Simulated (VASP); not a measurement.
# La (Im-3m) in VASP: further runs

The runs below take La through single point, relaxation of cell and atoms, with PBE.

Everything below comes from runs of VASP 6.6.1. Logs are shortened: lines on timing, memory, paths and dates and some standing lists are left out, and cuts for length are marked.

### Step 1. The cell of the first run

It takes space group Im-3m (No. 229, cubic). Conventional cell: a = 3.149 Å, b = 3.149 Å, c = 3.149 Å, α = 90.00°, β = 90.00°, γ = 90.00°. Within 3.6 Å of La (site symmetry m-3m) lie 14 La at 2.73 to 3.15 Å.

This isn't the form of La at room conditions, which is double hcp.

### Step 2. Single point, PBE

Input file INCAR:

```
PREC = Accurate
ENCUT = 520
EDIFF = 1E-7
ISMEAR = -1
SIGMA = 0.05
LREAL = F
LASPH = T
NELM = 60
ALGO = Normal
ISIF = 2
LWAVE = F
LCHARG = F
GGA = PE
NBANDS = 12
```

Input file KPOINTS:

```
Automatic mesh
0
Gamma
  17 17 17
```

Input file POSCAR:

```
La
1.0
   -1.5745673509      1.5745673509      1.5745673509
    1.5745673509     -1.5745673509      1.5745673509
    1.5745673509      1.5745673509     -1.5745673509
La
1
Direct
    0.0000000000      0.0000000000      0.0000000000
```

Potentials or basis: VASP PAW PBE potentials, release 64 (La).

Started as:

```
$ cat potpaw_PBE.64/La/POTCAR > POTCAR
$ mpirun -np 1 vasp_std > vasp.out
```

OUTCAR:

```text
PREC = Accurate
   ENCUT = 520
   EDIFF = 1E-7
   ISMEAR = -1
   LREAL = F
   LASPH = T
   NELM = 60
   ISIF = 2
   GGA = PE

 ion  position               nearest neighbor table
   1  0.000  0.000  0.000-

  LATTYP: Found a body centered cubic cell.
 ALAT       =     3.1491347018

  Lattice vectors:

 A1 = (  -1.5745673509,   1.5745673509,   1.5745673509)
 A2 = (   1.5745673509,  -1.5745673509,   1.5745673509)
 A3 = (   1.5745673509,   1.5745673509,  -1.5745673509)

Analysis of symmetry for initial positions (statically):
=====================================================================
 Subroutine PRICEL returns:
 Original cell was already a primitive cell.

 Routine SETGRP: Setting up the symmetry group for a
 body centered cubic supercell.

 Subroutine GETGRP returns: Found 48 space group operations
 (whereof 48 operations were pure point group operations)
 out of a pool of 48 trial point group operations.

The static configuration has the point symmetry O_h .

Analysis of symmetry for dynamics (positions and initial velocities):
=====================================================================
 Subroutine PRICEL returns:
 Original cell was already a primitive cell.

 Routine SETGRP: Setting up the symmetry group for a
 body centered cubic supercell.

 Subroutine GETGRP returns: Found 48 space group operations
 (whereof 48 operations were pure point group operations)
 out of a pool of 48 trial point group operations.

The dynamic configuration has the point symmetry O_h .

 Subroutine INISYM returns: Found 48 space group operations
 (whereof 48 operations are pure point group operations),
 and found     1 'primitive' translations

----------------------------------------------------------------------------------------

                                     Primitive cell

  volume of cell :      15.6151

  direct lattice vectors                    reciprocal lattice vectors
    -1.574567351  1.574567351  1.574567351     0.000000000  0.317547547  0.317547547
     1.574567351 -1.574567351  1.574567351     0.317547547  0.000000000  0.317547547
     1.574567351  1.574567351 -1.574567351     0.317547547  0.317547547  0.000000000

  length of vectors
     2.727230652  2.727230652  2.727230652     0.449080048  0.449080048  0.449080048

  position of ions in fractional coordinates (direct lattice)
     0.000000000  0.000000000  0.000000000

  ion indices of the primitive-cell ions
[... 80 lines left out ...]
   ISIF   =      2    stress and relaxation
   ISYM   =      2    0-nonsym 1-usesym 2-fastsym
   POTIM  = 0.5000    time-step for ionic-motion
   TEBEG  =    0.0;   TEEND  =   0.0 temperature during run
   PSTRESS=    0.0 pullay stress
   NELECT =      11.0000    total number of electrons
   NUPDOWN=      -1.0000    fix difference up-down
   EMIN   =  10.00;   EMAX   =-10.00  energy-range for DOS
   EFERMI =   0.00;   METHOD = LEGACY
   ISMEAR =    -1;   SIGMA  =   0.05  broadening in eV -4-tet -1-fermi 0-gaus
   EFERMI_NEDOS =   21; number of points for ismear=-14 and -15
   IALGO  =     38    algorithm
   IMIX   =      4    mixing-type and parameters
     AMIX     =   0.40;   BMIX     =  1.00
     AMIX_MAG =   1.60;   BMIX_MAG =  1.00
  volume/ion in A,a.u.               =      15.62       105.38
  Fermi-wavevector in a.u.,A,eV,Ry     =   1.456659  2.752686 28.869586  2.121855
  Thomas-Fermi vector in A             =   2.573551
   LORBIT       =      0    0 simple, 1 ext, 2 COOP (PROOUT), +10 PAW based schemes
   GGA     = PE    functional components
   LHFCALC =     F    Hartree Fock is set to
   AEXX    =    0.0000 exact exchange contribution
   IVDW    =     0    specifies the selected vdW correction
   LEPSILON=     F    determine dielectric tensor
   LRPA    =     F    only Hartree local field effects (RPA)
 non-spin polarized calculation
  energy-cutoff  :      520.00
  volume of cell :       15.62
 maximum number of plane-waves:       431
   NGX = 11   NGY = 11   NGZ = 11

 number of electron      11.0000001 magnetization

 Free energy of the ion-electron system (eV)
  ---------------------------------------------------
  ext. energy  EPLUGINS =         0.00000000
  ---------------------------------------------------
  free energy    TOTEN  =        -1.13357971 eV

  energy without entropy =       -1.12407026  energy(sigma->0) =       -1.12882499

 E-fermi :  19.8006     XC(G=0): -13.7116

 val. band max:       19.7948827284   @ k =   0.3529   0.1176   0.0588
 cond. band min:      19.8018090945   @ k =  -0.2353   0.2941   0.1176
 fundamental gap:      0.0069263661
 Fermi energy:        19.8006497799

 k-point     1 :       0.0000    0.0000    0.0000
  band No.  band energies     occupation
      1     -15.0334      2.00000
      2       8.5886      2.00000
      3       8.5886      2.00000
      4       8.5886      2.00000
      5      21.2633      0.00000
      6      21.2633      0.00000
      7      21.2633      0.00000
      8      22.2755      0.00000
      9      22.2755      0.00000
     10      22.2755      0.00000
     11      22.7607      0.00000
     12      25.2278      0.00000
[... 331 lines left out ...]
 k-point    24 :       0.1765    0.1765    0.0000
  band No.  band energies     occupation
      1     -13.1257      2.00000
      2       2.1643      2.00000
      3       5.4781      2.00000
      4       7.4655      2.00000
      5      18.7279      2.00000
      6      19.5494      1.98694
      7      21.7539      0.00000
      8      22.6537      0.00000
      9      23.3203      0.00000
     10      23.9131      0.00000
     11      24.7754      0.00000
     12      25.4105      0.00000

 [... further k-points ...]

------------------------ aborting loop because EDIFF is reached ----------------------------------------

  FORCE on cell =-STRESS in cart. coord.  units (eV):
  Direction    XX          YY          ZZ          XY          YZ          ZX
  --------------------------------------------------------------------------------------
  -------------------------------------------------------------------------------------
  Total       12.6747350     12.6747350     12.6747350      0.0000000      0.0000000      0.0000000
  in kB     1300.4862191   1300.4862191   1300.4862191      0.0000000      0.0000000      0.0000000
  external PRESSURE =    1300.4862191 kB  Pullay stress =       0.0000000 kB

 VOLUME and BASIS-vectors are now :
 -----------------------------------------------------------------------------
  energy-cutoff  :      520.00
  volume of cell :       15.62
      direct lattice vectors                 reciprocal lattice vectors
    -1.574567351  1.574567351  1.574567351     0.000000000  0.317547547  0.317547547
     1.574567351 -1.574567351  1.574567351     0.317547547  0.000000000  0.317547547
     1.574567351  1.574567351 -1.574567351     0.317547547  0.317547547  0.000000000

 POSITION                                       TOTAL-FORCE (eV/Angst)
 -----------------------------------------------------------------------------------
      0.00000      0.00000      0.00000         0.000000      0.000000      0.000000
 -----------------------------------------------------------------------------------
    total drift:                               -0.000000      0.000000      0.000000

  FREE ENERGIE OF THE ION-ELECTRON SYSTEM (eV)
  ---------------------------------------------------
  free  energy   TOTEN  =        -1.1335797138 eV

  energy  without entropy=       -1.1240702588  energy(sigma->0) =       -1.12882499
```

Run time: 16 s. Hardware: 1 thread of AMD EPYC 9R45 (Zen 5), shared host; peak memory 0.13 GiB.

Results:

```yaml
Free_energy: -1.1336 eV
Pressure: 130.0 GPa
Band_gap_on_the_k_mesh: zero (an odd number of electrons rules out a gap without spin polarisation)
```

Levels at points of the mesh, in eV from the Fermi level:
```tsv
k point	band 3	band 4	band 5	band 6	band 7	band 8	band 9	band 10
(0.00, 0.00, 0.00)	-11.21	-11.21	1.46	1.46	1.46	2.47	2.47	2.47
```

Caveat: the cell stands under pressure; spin-orbit coupling is left out, which moves the levels of the heavy elements.

### Step 3. Single point, PBE

Input file INCAR:

```
ALGO     = Normal         # electronic algorithm
EDIFF    = 1E-6           # SCF threshold, eV
ENCUT    = 520            # plane-wave cutoff, eV
GGA      = PE             # functional
ISIF     = 2              # what is computed and relaxed
ISMEAR   = -1             # smearing method
LASPH    = True           # aspherical terms in the spheres
LCHARG   = False          # write CHGCAR
LREAL    = False          # projectors in reciprocal space
LWAVE    = False          # write WAVECAR
NBANDS   = 12             # bands
NELM     = 60             # most SCF steps
PREC     = Accurate       # precision mode
SIGMA    = 0.05           # smearing width, eV
```

Input file KPOINTS:

```
k-points
0
Gamma
  17 17 17
```

Input file POSCAR:

```
La
1.0
   -1.5740153992      1.5740153992      1.5740153992
    1.5740153992     -1.5740153992      1.5740153992
    1.5740153992      1.5740153992     -1.5740153992
La
1
Direct
    0.0000000000      0.0000000000      0.0000000000
```

Potentials or basis: VASP PAW PBE potentials, release 64 (La).

Started as:

```
$ cat potpaw_PBE.64/La/POTCAR > POTCAR
$ mpirun -np 1 vasp_std > vasp.out
```

It took 14 s on 1 thread of AMD EPYC 9R45 (Zen 5), shared host; peak memory 0.13 GiB.

Results (log left out):

| Item | Value |
| --- | --- |
| Free energy | -1.1202 eV |
| Pressure | 130.6 GPa |
| Band gap on the k mesh | zero (an odd number of electrons rules out a gap without spin polarisation) |

Levels at points of the mesh, in eV from the Fermi level:
```
           k point  band 4  band 5  band 6  band 7  band 8  band 9
(0.00, 0.00, 0.00)  -11.20    1.46    1.46    1.46    2.48    2.48
```

Caveat: the cell stands under pressure; spin-orbit coupling is left out, which moves the levels of the heavy elements.

### Step 4. Relaxation of cell and atoms, PBE, target pressure 130 GPa, at which the enthalpy is minimised

Input file INCAR:

```
ALGO = Normal
EDIFF = 1E-6
EDIFFG = -0.005
ENCUT = 600
GGA = PE
IBRION = 2
ISIF = 3
ISMEAR = -1
LASPH = True
LCHARG = False
LREAL = False
LWAVE = False
NELM = 80
NSW = 60
PREC = Accurate
PSTRESS = 1300.0
SIGMA = 0.05
```

KPOINTS is that of step 3.

Input file POSCAR:

```
La
1.0
   -1.5741933578      1.5741933578      1.5741933578
    1.5741933578     -1.5741933578      1.5741933578
    1.5741933578      1.5741933578     -1.5741933578
La
1
Direct
    0.0000000000      0.0000000000      0.0000000000
```

Started as:

```
$ cat potpaw_PBE.64/La/POTCAR > POTCAR
$ mpirun -np 1 vasp_std > vasp.out
```

It took 33 s on 1 thread of AMD EPYC 9R45 (Zen 5), shared host; peak memory 0.15 GiB.

It converged, with:

```
Free energy                                                : -1.1358 eV
Relaxed volume                                             : 15.62 Å³/atom
Relaxed cell                                               : a = 2.727 Å, b = 2.727 Å, c = 2.727 Å, α = 109.47°, β = 109.47°, γ = 109.47°
Space group after relaxing (to 0.1 Å)                      : Im-3m (No. 229)
Energy change on relaxing (the run minimises the enthalpy) : -10.3 meV/atom
Ionic steps                                                : 3
Pressure after relaxing                                    : 130.0 GPa
Band gap on the k mesh                                     : zero (an odd number of electrons rules out a gap without spin polarisation)
```

The path:
```csv
step,energy change (eV),largest force (eV/Å),pressure (GPa),volume (Å³)
1,0.0000,0.0000,130.41,15.60
2,-0.0733,0.0000,127.45,15.70
3,-0.0103,0.0000,130.01,15.62
```

Final structure:
```
CELL_PARAMETERS angstrom
-1.57462 1.57462 1.57462
1.57462 -1.57462 1.57462
1.57462 1.57462 -1.57462
ATOMIC_POSITIONS crystal
La 0.00000 0.00000 0.00000
```

Levels at points of the mesh, in eV from the Fermi level:
| k point | band 4 | band 5 | band 6 | band 7 | band 8 | band 9 |
| --- | --- | --- | --- | --- | --- | --- |
| (0.00, 0.00, 0.00) | -11.21 | 1.46 | 1.46 | 1.46 | 2.47 | 2.47 |

Caveat: the cell is relaxed towards a set pressure, so the run minimises the enthalpy, not the energy; spin-orbit coupling is left out, which moves the levels of the heavy elements.

(Part 1 of 2 ends here.)
